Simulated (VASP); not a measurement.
# AlN (CsCl type) (Pm-3m) in VASP: a series of runs, part 2 of 3

VASP 6.6.1. Earlier steps stand in the parts before.

## (4) Relaxation of cell and atoms, PBE, target pressure 300 GPa, at which the enthalpy is minimised

This run uses another cell than the first one, of 5.08 Å³/atom.

File INCAR:

```
  PREC = Accurate
  ENCUT = 600
  EDIFF = 1E-6
  ISMEAR = -1
  SIGMA = 0.1
  LREAL = False
  LASPH = True
  NELM = 60
  ALGO = Normal
  ISIF = 3
  LWAVE = False
  LCHARG = False
  GGA = PE
  IBRION = 2
  NSW = 60
  EDIFFG = -0.005
  PSTRESS = 3000.0
```

File KPOINTS:

```
regular mesh
0
Gamma
  16 16 16
```

File POSCAR:

```
AlN
1.0
    2.1662852318      0.0000000000      0.0000000000
    0.0000000000      2.1662852318      0.0000000000
    0.0000000000      0.0000000000      2.1662852318
Al N
1 1
Direct
    0.0000000000      0.0000000000      0.0000000000
    0.5000000000      0.5000000000      0.5000000000
```

Potentials or basis: VASP PAW PBE potentials, release 64 (Al, N).

Started as:

```bash
$ cat potpaw_PBE.64/Al/POTCAR potpaw_PBE.64/N/POTCAR > POTCAR
$ mpirun -np 1 vasp_std > vasp.out
```

OUTCAR:

```text
PREC = Accurate
   ENCUT = 600
   EDIFF = 1E-6
   ISMEAR = -1
   LREAL = False
   LASPH = True
   NELM = 60
   ISIF = 3
   GGA = PE
   IBRION = 2
   NSW = 60
   EDIFFG = -0.005
   PSTRESS = 3000.0

 ion  position               nearest neighbor table
   1  0.000  0.000  0.000-   2 1.88   2 1.88   2 1.88   2 1.88   2 1.88   2 1.88   2 1.88   2 1.88

   2  0.500  0.500  0.500-   1 1.88   1 1.88   1 1.88   1 1.88   1 1.88   1 1.88   1 1.88   1 1.88

  LATTYP: Found a simple cubic cell.
 ALAT       =     2.1662852318

  Lattice vectors:

 A1 = (   2.1662852318,   0.0000000000,   0.0000000000)
 A2 = (   0.0000000000,   2.1662852318,   0.0000000000)
 A3 = (   0.0000000000,   0.0000000000,   2.1662852318)

Analysis of symmetry for initial positions (statically):
=====================================================================
 Subroutine PRICEL returns:
 Original cell was already a primitive cell.

 Routine SETGRP: Setting up the symmetry group for a
[... 171 lines left out ...]
------------------------ aborting loop because EDIFF is reached ----------------------------------------

  FORCE on cell =-STRESS in cart. coord.  units (eV):
  Direction    XX          YY          ZZ          XY          YZ          ZX
  --------------------------------------------------------------------------------------
  -------------------------------------------------------------------------------------
  Total       21.2477601     21.2477601     21.2477601     -0.0000000      0.0000000     -0.0000000
  in kB     3348.7044600   3348.7044600   3348.7044600     -0.0000000      0.0000000     -0.0000000
  external PRESSURE =     348.7044600 kB  Pullay stress =    3000.0000000 kB
[... 101 lines left out ...]
--------------------------------------- Ionic step        4  -------------------------------------------

 number of electron       7.9999998 magnetization

 Free energy of the ion-electron system (eV)
  ---------------------------------------------------
  ext. energy  EPLUGINS =         0.00000000
  ---------------------------------------------------
  free energy    TOTEN  =        -7.00920109 eV

  energy without entropy =       -7.00129172  energy(sigma->0) =       -7.00524640

 E-fermi :  20.0512     XC(G=0): -14.7225

 val. band max:       20.0291044310   @ k =   0.5000   0.3750   0.0625
 cond. band min:      20.0898676429   @ k =   0.5000   0.3125   0.0000
 fundamental gap:      0.0607632119
 Fermi energy:        20.0512052976

 k-point     1 :       0.0000    0.0000    0.0000
  band No.  band energies     occupation
      1      -4.9510      2.00000
      2      17.4183      2.00000
      3      17.4183      2.00000
      4      17.4183      2.00000
      5      25.2136      0.00000
      6      25.2136      0.00000
      7      28.8004      0.00000
      8      45.5540      0.00000
[... 243 lines left out ...]
 k-point    24 :       0.5000    0.1250    0.0000
  band No.  band energies     occupation
      1      -0.0519      2.00000
      2       5.0932      2.00000
      3      16.9183      2.00000
      4      19.0100      1.99994
      5      28.3270      0.00000
      6      31.5181      0.00000
      7      33.5173      0.00000
      8      37.1753      0.00000

 [... further k-points ...]
[... 5 lines left out ...]
  --------------------------------------------------------------------------------------
  -------------------------------------------------------------------------------------
  Total       19.5952717     19.5952717     19.5952717     -0.0000000      0.0000000     -0.0000000
  in kB     2999.3420197   2999.3420197   2999.3420197     -0.0000000      0.0000000     -0.0000000
  external PRESSURE =      -0.6579803 kB  Pullay stress =    3000.0000000 kB
[... 21 lines left out ...]
  energy  without entropy=       -7.0012917161  energy(sigma->0) =       -7.00524640

  enthalpy is  TOTEN    =        12.5903692743 eV   P V=       19.5995703654

 reached required accuracy - stopping structural energy minimisation
```

OSZICAR:

```text
N       E                     dE             d eps       ncg     rms          rms(c)
DAV:   1     0.227914247175E+02    0.22791E+02   -0.51755E+03  2680   0.103E+03
DAV:   2    -0.882130473126E+01   -0.31613E+02   -0.29350E+02  3480   0.193E+02
DAV:   3    -0.912259979979E+01   -0.30130E+00   -0.30129E+00  3920   0.217E+01
DAV:   4    -0.912283790470E+01   -0.23810E-03   -0.23810E-03  4128   0.512E-01
[... 26 lines left out ...]
       N       E                     dE             d eps       ncg     rms          rms(c)
DAV:   1    -0.700923878165E+01    0.34120E-01   -0.13402E-03  3080   0.385E-01    0.511E-02
DAV:   2    -0.700920221383E+01    0.36568E-04   -0.13343E-04  3392   0.961E-02    0.180E-02
DAV:   3    -0.700920118972E+01    0.10241E-05   -0.46575E-06  3216   0.214E-02    0.600E-03
DAV:   4    -0.700920109115E+01    0.98573E-07   -0.16207E-07  1552   0.523E-03
   4 F= 0.12590369E+02 E0= 0.12594324E+02  d E =-.321366E-01
```

CONTCAR:

```text
AlN
   1.00000000000000
     2.1874860546230841   -0.0000000000000000   -0.0000000000000000
    -0.0000000000000000    2.1874860546230841   -0.0000000000000000
     0.0000000000000000    0.0000000000000000    2.1874860546230841
  Al              N
     1     1
Direct
     0.0000000000000000    0.0000000000000000    0.0000000000000000
     0.5000000000000000    0.5000000000000000    0.5000000000000000

  0.00000000E+00  0.00000000E+00  0.00000000E+00
  0.00000000E+00  0.00000000E+00  0.00000000E+00
```

It took 54 s on 1 thread of Intel Xeon 8259CL, shared host; peak memory 0.13 GiB.

Results:

```
Free energy                                                : -7.0092 eV
Relaxed volume                                             : 5.23 Å³/atom
Relaxed cell                                               : a = 2.187 Å, b = 2.187 Å, c = 2.187 Å, α = 90.00°, β = 90.00°, γ = 90.00°
Space group after relaxing (to 0.1 Å)                      : Pm-3m (No. 221)
Energy change on relaxing (the run minimises the enthalpy) : -298.3 meV/atom
Ionic steps                                                : 4
Pressure after relaxing                                    : 299.9 GPa
Band gap on the k mesh                                     : zero (bands 4 and 5 overlap by 1.05 eV)
```

Step by step:
```
step  energy change (eV)  largest force (eV/Å)  pressure (GPa)  volume (Å³)
   1              0.0000                0.0000          334.87        10.17
   2             -2.6630                0.0000          178.26        11.88
   3             -0.6307                0.0000          297.97        10.49
   4             -0.5965                0.0000          299.93        10.47
```

Final structure:
```
Al N
1.0
     2.18749    0.00000    0.00000
     0.00000    2.18749    0.00000
     0.00000    0.00000    2.18749
Al N
1 1
Cartesian
  0.0000 0.0000 0.0000
  1.0937 1.0937 1.0937
```

Levels at points of the mesh, in eV from the Fermi level:
```
           k point  band 1  band 2  band 3  band 4  band 5  band 6  band 7  band 8
(0.00, 0.00, 0.00)  -25.00   -2.63   -2.63   -2.63    5.16    5.16    8.75   25.50
(0.50, 0.00, 0.00)  -20.44  -15.34   -1.30   -1.30   10.65   10.87   14.33   15.60
(0.50, 0.50, 0.00)  -16.63  -11.74  -11.74   -1.30    0.78   15.39   15.39   17.35
(0.50, 0.50, 0.50)  -12.15   -9.17   -9.17   -9.17    1.76    1.76    1.76   17.03
```

Caveat: the cell is relaxed towards a set pressure, so the run minimises the enthalpy, not the energy.

[end of part 2 of 3]
